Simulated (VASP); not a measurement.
# SmAuSe3 (P6/mmm) in VASP: single point with PBE

Aim: the single point of SmAuSe3 with PBE.

Program: VASP 6.6.1. These are calculated values, not measurements. Logs are shortened: lines on timing, memory, paths and dates and some standing lists are left out, and cuts for length are marked.

### Step 1. The cell of the first run

Symmetry: P6/mmm, No. 191, hexagonal system. The conventional cell has a = 5.822 Å, b = 5.822 Å, c = 5.781 Å, α = 90.00°, β = 90.00°, γ = 120.00°. Within 3.8 Å of Sm (site symmetry 6/mmm) lie 2 Au at 2.89 Å and 6 Se at 2.91 Å. Within 3.8 Å of Se (site symmetry mmm) lie 4 Se at 2.91 Å and 2 Sm at 2.91 Å. Within 3.8 Å of Au (site symmetry 6/mmm) lie 2 Sm at 2.89 Å.

The cell was generated, and may not be a known phase.

### Step 2. Single point, PBE, collinear spin

INCAR reads:

```
SYSTEM = SmAuSe3
PREC = Accurate
ENCUT = 520
EDIFF = 1E-6
ISMEAR = 0
SIGMA = 0.1
LREAL = .FALSE.
LASPH = .TRUE.
NELM = 150
ALGO = Normal
ISIF = 2
LWAVE = .FALSE.
LCHARG = .FALSE.
ISPIN = 2
MAGMOM = 0 0 0 0 1
LORBIT = 11
LMAXMIX = 6
GGA = PE
NBANDS = 34
```

KPOINTS reads:

```
Automatic mesh
0
G
  3 3 4
  0 0 0
```

POSCAR reads:

```
SmAuSe3
1.0
    5.8224805093      0.0000000000      0.0000000000
   -2.9112402546      5.0424160341      0.0000000000
    0.0000000000      0.0000000000      5.7805607972
Sm Se Au
1 3 1
Direct
    0.0000000000      0.0000000000      0.5000000000
    0.5000000000      0.0000000000      0.5000000000
    0.0000000000      0.5000000000      0.5000000000
    0.5000000000      0.5000000000      0.5000000000
    0.0000000000      0.0000000000      0.0000000000
```

Potentials or basis: VASP PAW PBE potentials, release 64 (Sm, Se, Au).

The run is started by

```
$ cat potpaw_PBE.64/Sm/POTCAR potpaw_PBE.64/Se/POTCAR potpaw_PBE.64/Au/POTCAR > POTCAR
$ mpirun -np 1 vasp_std > vasp.out
```

OUTCAR:

```text
SYSTEM = SmAuSe3
   PREC = Accurate
   ENCUT = 520
   EDIFF = 1E-6
   ISMEAR = 0
   LREAL = .FALSE.
   LASPH = .TRUE.
   NELM = 150
   ISIF = 2
   ISPIN = 2
   LORBIT = 11
   GGA = PE

 ion  position               nearest neighbor table
   1  0.000  0.000  0.500-   5 2.89   5 2.89   3 2.91   3 2.91   2 2.91   2 2.91   4 2.91   4 2.91

   2  0.500  0.000  0.500-   1 2.91   1 2.91
   3  0.000  0.500  0.500-   1 2.91   1 2.91
   4  0.500  0.500  0.500-   1 2.91   1 2.91
   5  0.000  0.000  0.000-   1 2.89   1 2.89

  LATTYP: Found a hexagonal cell.
 ALAT       =     5.8224805093
 C/A-ratio  =     0.9928003688

  Lattice vectors:

 A1 = (   5.8224805093,   0.0000000000,   0.0000000000)
 A2 = (  -2.9112402546,   5.0424160341,   0.0000000000)
 A3 = (   0.0000000000,   0.0000000000,   5.7805607972)

Analysis of symmetry for initial positions (statically):
=====================================================================
 Subroutine PRICEL returns:
 Original cell was already a primitive cell.

 Routine SETGRP: Setting up the symmetry group for a
 hexagonal supercell.

 Subroutine GETGRP returns: Found 24 space group operations
 (whereof 24 operations were pure point group operations)
 out of a pool of 24 trial point group operations.

The static configuration has the point symmetry D_6h.

Analysis of symmetry for dynamics (positions and initial velocities):
=====================================================================
 Subroutine PRICEL returns:
 Original cell was already a primitive cell.

 Routine SETGRP: Setting up the symmetry group for a
 hexagonal supercell.

 Subroutine GETGRP returns: Found 24 space group operations
 (whereof 24 operations were pure point group operations)
 out of a pool of 24 trial point group operations.

The dynamic configuration has the point symmetry D_6h.

Analysis of structural, dynamic, and magnetic symmetry:
=====================================================================
 Subroutine PRICEL returns:
 Original cell was already a primitive cell.

 Routine SETGRP: Setting up the symmetry group for a
 hexagonal supercell.

 Subroutine GETGRP returns: Found 24 space group operations
 (whereof 24 operations were pure point group operations)
 out of a pool of 24 trial point group operations.

The overall configuration has the point symmetry D_6h.

 Subroutine INISYM returns: Found 24 space group operations
 (whereof 24 operations are pure point group operations),
 and found     1 'primitive' translations

----------------------------------------------------------------------------------------

                                     Primitive cell

  volume of cell :     169.7136

  direct lattice vectors                    reciprocal lattice vectors
     5.822480509  0.000000000  0.000000000     0.171748106  0.099158815  0.000000000
    -2.911240255  5.042416034  0.000000000     0.000000000  0.198317631  0.000000000
     0.000000000  0.000000000  5.780560797     0.000000000  0.000000000  0.172993596

  length of vectors
     5.822480509  5.822480509  5.780560797     0.198317631  0.198317631  0.172993596

  position of ions in fractional coordinates (direct lattice)
     0.000000000  0.000000000  0.500000000
     0.500000000  0.000000000  0.500000000
     0.000000000  0.500000000  0.500000000
     0.500000000  0.500000000  0.500000000
     0.000000000  0.000000000  0.000000000

  ion indices of the primitive-cell ions
   primitive index   ion index
                 1           1
                 2           2
                 3           3
                 4           4
                 5           5

----------------------------------------------------------------------------------------

 KPOINTS: Automatic mesh

Automatic generation of k-mesh.
 Grid dimensions read from file:
 generate k-points for:    3    3    4

 Generating k-lattice:

  Cartesian coordinates                     Fractional coordinates (reciprocal lattice)
     0.057249369  0.033052938  0.000000000     0.333333333 -0.000000000  0.000000000
     0.000000000  0.066105877  0.000000000     0.000000000  0.333333333  0.000000000
     0.000000000  0.000000000  0.043248399     0.000000000  0.000000000  0.250000000

  Length of vectors
     0.066105877  0.066105877  0.043248399

  Shift w.r.t. Gamma in fractional coordinates (k-lattice)
     0.000000000  0.000000000  0.000000000

 Subroutine IBZKPT returns following result:
 ===========================================

 Found      9 irreducible k-points:

 Following reciprocal coordinates:
            Coordinates               Weight
  0.000000  0.000000  0.000000      1.000000
  0.333333  0.000000  0.000000      6.000000
  0.333333  0.333333  0.000000      2.000000
  0.000000  0.000000  0.250000      2.000000
  0.333333  0.000000  0.250000     12.000000
  0.333333  0.333333  0.250000      4.000000
  0.000000  0.000000  0.500000      1.000000
  0.333333  0.000000  0.500000      6.000000
  0.333333  0.333333  0.500000      2.000000
   k-points           NKPTS =      9   k-points in BZ     NKDIM =      9   number of bands    NBANDS=     34
   number of dos      NEDOS =    301   number of ions     NIONS =      5
   total plane-waves  NPLWV = 110592
   dimension x,y,z NGX =    48 NGY =   48 NGZ =   48
   dimension x,y,z NGXF=    96 NGYF=   96 NGZF=   96
   ions per type =               1   3   1
   NGX,Y,Z   is equivalent  to a cutoff of  13.71, 13.71, 13.80 a.u.
   NGXF,Y,Z  is equivalent  to a cutoff of  27.41, 27.41, 27.61 a.u.
 SYSTEM =  SmAuSe3
   PREC   = accura    normal or accurate (medium, high low for compatibility)
   ISTART =      0    job   : 0-new  1-cont  2-samecut
   ICHARG =      2    charge: 1-file 2-atom 10-const
   ISPIN  =      2    spin polarized calculation?
   LNONCOLLINEAR =      F non collinear calculations
   LSORBIT =      F    spin-orbit coupling
   LASPH  =      T    aspherical Exc in radial PAW
   ENCUT  =  520.0 eV  38.22 Ry    6.18 a.u.  10.83 10.83 10.75*2*pi/ulx,y,z
   NELM   =    150;   NELMIN=  2; NELMDL= -5     # of ELM steps
   EDIFF  = 0.1E-05   stopping-criterion for ELM
   LREAL  =      F    real-space projection
   EDIFFG = 0.1E-04   stopping-criterion for IOM
   NSW    =      0    number of steps for IOM
   IBRION =     -1    ionic relax: 0-MD 1-quasi-New 2-CG
   NFREE  =      0    steps in history (QN), initial steepest desc. (CG)
   ISIF   =      2    stress and relaxation
   ISYM   =      2    0-nonsym 1-usesym 2-fastsym
   POTIM  = 0.5000    time-step for ionic-motion
   TEBEG  =    0.0;   TEEND  =   0.0 temperature during run
   PSTRESS=    0.0 pullay stress
   NELECT =      45.0000    total number of electrons
   NUPDOWN=      -1.0000    fix difference up-down
   EMIN   =  10.00;   EMAX   =-10.00  energy-range for DOS
   EFERMI =   0.00;   METHOD = LEGACY
   ISMEAR =     0;   SIGMA  =   0.10  broadening in eV -4-tet -1-fermi 0-gaus
   EFERMI_NEDOS =   21; number of points for ismear=-14 and -15
   IALGO  =     38    algorithm
   IMIX   =      4    mixing-type and parameters
     AMIX     =   0.40;   BMIX     =  1.00
     AMIX_MAG =   1.60;   BMIX_MAG =  1.00
  volume/ion in A,a.u.               =      33.94       229.06
  Fermi-wavevector in a.u.,A,eV,Ry     =   1.051736  1.987493 15.050068  1.106149
  Thomas-Fermi vector in A             =   2.186791
   LORBIT       =     11    0 simple, 1 ext, 2 COOP (PROOUT), +10 PAW based schemes
   GGA     = PE    functional components
   LHFCALC =     F    Hartree Fock is set to
   AEXX    =    0.0000 exact exchange contribution
   IVDW    =     0    specifies the selected vdW correction
   LEPSILON=     F    determine dielectric tensor
   LRPA    =     F    only Hartree local field effects (RPA)
 spin polarized calculation
 Gauss-broadening in eV      SIGMA  =   0.10
  energy-cutoff  :      520.00
  volume of cell :      169.71
 maximum number of plane-waves:      4576
 NGX is ok and might be reduce to    48
   NGX = 21   NGY = 21   NGZ = 21

 number of electron      44.9999998 magnetization       5.2141128

 Free energy of the ion-electron system (eV)
  ---------------------------------------------------
  ext. energy  EPLUGINS =         0.00000000
  ---------------------------------------------------
  free energy    TOTEN  =       -23.92468611 eV

  energy without entropy =      -23.89006219  energy(sigma->0) =      -23.90737415

 E-fermi :   0.8676     XC(G=0):  -8.1354

 val. band max:        0.8580690185   @ k =   0.3333   0.3333   0.0000
 cond. band min:       0.9126076123   @ k =   0.0000   0.0000   0.0000
 fundamental gap:      0.0545385937
 Fermi energy:         0.8676068342

 spin component 1

 k-point     1 :       0.0000    0.0000    0.0000
  band No.  band energies     occupation
      1     -38.7168      1.00000
      2     -18.3522      1.00000
      3     -18.3522      1.00000
      4     -18.2360      1.00000
      5     -13.1555      1.00000
      6     -10.5920      1.00000
[... 322 lines left out ...]
     33       7.1221      0.00000
     34       7.1222      0.00000
 Fermi energy:         0.8676068342

 spin component 2

 k-point     1 :       0.0000    0.0000    0.0000
  band No.  band energies     occupation
      1     -36.2791      1.00000
      2     -16.6534      1.00000
      3     -16.6534      1.00000
      4     -16.4916      1.00000
      5     -13.2074      1.00000
      6     -10.6712      1.00000
[... 322 lines left out ...]
     33       7.5202      0.00000
     34       7.5241      0.00000

------------------------ aborting loop because EDIFF is reached ----------------------------------------

  FORCE on cell =-STRESS in cart. coord.  units (eV):
  Direction    XX          YY          ZZ          XY          YZ          ZX
  --------------------------------------------------------------------------------------
  -------------------------------------------------------------------------------------
  Total       -0.3025263     -0.3025263      0.7476544     -0.0000000      0.0000000      0.0000000
  in kB       -2.8559923     -2.8559923      7.0582137     -0.0000000      0.0000000      0.0000000
  external PRESSURE =       0.4487430 kB  Pullay stress =       0.0000000 kB

 VOLUME and BASIS-vectors are now :
 -----------------------------------------------------------------------------
  energy-cutoff  :      520.00
  volume of cell :      169.71
      direct lattice vectors                 reciprocal lattice vectors
     5.822480509  0.000000000  0.000000000     0.171748106  0.099158815  0.000000000
    -2.911240255  5.042416034  0.000000000     0.000000000  0.198317631  0.000000000
     0.000000000  0.000000000  5.780560797     0.000000000  0.000000000  0.172993596

 POSITION                                       TOTAL-FORCE (eV/Angst)
 -----------------------------------------------------------------------------------
      0.00000      0.00000      2.89028        -0.000000      0.000000      0.000000
      2.91124      0.00000      2.89028        -0.000000      0.000000      0.000000
     -1.45562      2.52121      2.89028         0.000000      0.000000      0.000000
      1.45562      2.52121      2.89028        -0.000000      0.000000      0.000000
      0.00000      0.00000      0.00000        -0.000000      0.000000      0.000000
 -----------------------------------------------------------------------------------
    total drift:                                0.000000      0.000000     -0.000000

  FREE ENERGIE OF THE ION-ELECTRON SYSTEM (eV)
  ---------------------------------------------------
  free  energy   TOTEN  =       -23.9246861110 eV

  energy  without entropy=      -23.8900621909  energy(sigma->0) =      -23.90737415

 total charge

# of ion       s       p       d       f       tot
--------------------------------------------------
    1        2.030   5.657   0.514   5.385  13.586
    2        1.497   2.194   0.028   0.000   3.719
    3        1.497   2.194   0.028   0.000   3.719
    4        1.497   2.194   0.028   0.000   3.719
    5        0.757   0.028   8.857   0.000   9.643
--------------------------------------------------
tot          7.277  12.268   9.457   5.385  34.387

 magnetization (x)

# of ion       s       p       d       f       tot
--------------------------------------------------
    1       -0.018  -0.094   0.055   5.265   5.209
    2       -0.004  -0.067   0.001   0.000  -0.070
    3       -0.004  -0.067   0.001   0.000  -0.070
    4       -0.004  -0.067   0.001   0.000  -0.070
    5        0.032   0.001  -0.004   0.000   0.029
--------------------------------------------------
tot          0.002  -0.293   0.055   5.265   5.029
```

Wall time 15 min (1 thread of Intel Xeon Platinum 8259CL at 2.50GHz (Skylake/Cascade Lake), shared host); peak memory 0.47 GiB.

What came out:

| Item | Value |
| --- | --- |
| Free energy | -23.9247 eV |
| Pressure | 0.0 GPa |
| Net moment | 5.21 μB per cell |
| Site moments | Sm +5.21; Se -0.07; Au +0.03 μB |
| Valence electrons inside the program's atomic spheres | Sm 13.59; Se 3.72; Au 9.64 |

Stress tensor (GPa, compression positive):
```
-0.29  0.00  0.00
 0.00 -0.29  0.00
 0.00  0.00  0.71
```

Caveat: the k points lie up to 0.42 Å⁻¹ apart; the magnetic or orbital state may not be the lowest; spin-orbit coupling is left out, which moves the levels of the heavy elements; semilocal functionals describe open f shells poorly, which spoils levels, moments and volumes. With open d or f shells a metallic result of PBE can be an artefact of self-interaction; +U or a hybrid may open a gap.
